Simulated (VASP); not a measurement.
## HfB2: single point with PBE

The system is HfB2.

```
Hf B
1.0
     3.05393    0.00000    0.00000
    -1.52696    2.64478    0.00000
     0.00000    0.00000    3.38461
Hf B
1 2
Direct
  0.00000 0.00000 0.00000
  0.33333 0.66667 0.50000
  0.66667 0.33333 0.50000
```

- Program: VASP 6.6.1
- Task: single point
- Functional: PBE
- Potentials or basis: VASP PAW PBE potentials, release 64 (Hf_pv, B)
- Cutoff: 520 eV
- k mesh: 11 × 11 × 8
- Occupations: fermi-dirac, width 0.1 eV
- Spin: no spin polarisation
- Dipole correction: no
- Further INCAR settings: ALGO = Normal; EDIFF = 1e-06; NBANDS = 15

```json
{
 "Pressure": "26.2 GPa",
 "Band gap on the k mesh": "zero (band 8 reaches 8.98 eV, above the bottom of band 9 at 7.78 eV)"
}
```

Stress tensor (GPa, compression positive):
```
26.90  0.00  0.00
 0.00 26.90  0.00
 0.00  0.00 24.87
```

Levels at points of the mesh, in eV from the Fermi level:
| k point | band 5 | band 6 | band 7 | band 8 | band 9 | band 10 | band 11 | band 12 |
| --- | --- | --- | --- | --- | --- | --- | --- | --- |
| (0.00, 0.00, 0.00) | -3.12 | -2.97 | -2.97 | -2.63 | 4.56 | 4.56 | 5.23 | 5.23 |
| (0.00, 0.00, 0.50) | -8.58 | -1.12 | -1.12 | 0.45 | 0.45 | 1.18 | 1.18 | 2.57 |

It took 46 s on 1 thread of Intel Xeon 8259CL, with other jobs on the host, peak memory 0.17 GiB.

Caveat: spin-orbit coupling is left out, which moves the levels of the heavy elements.
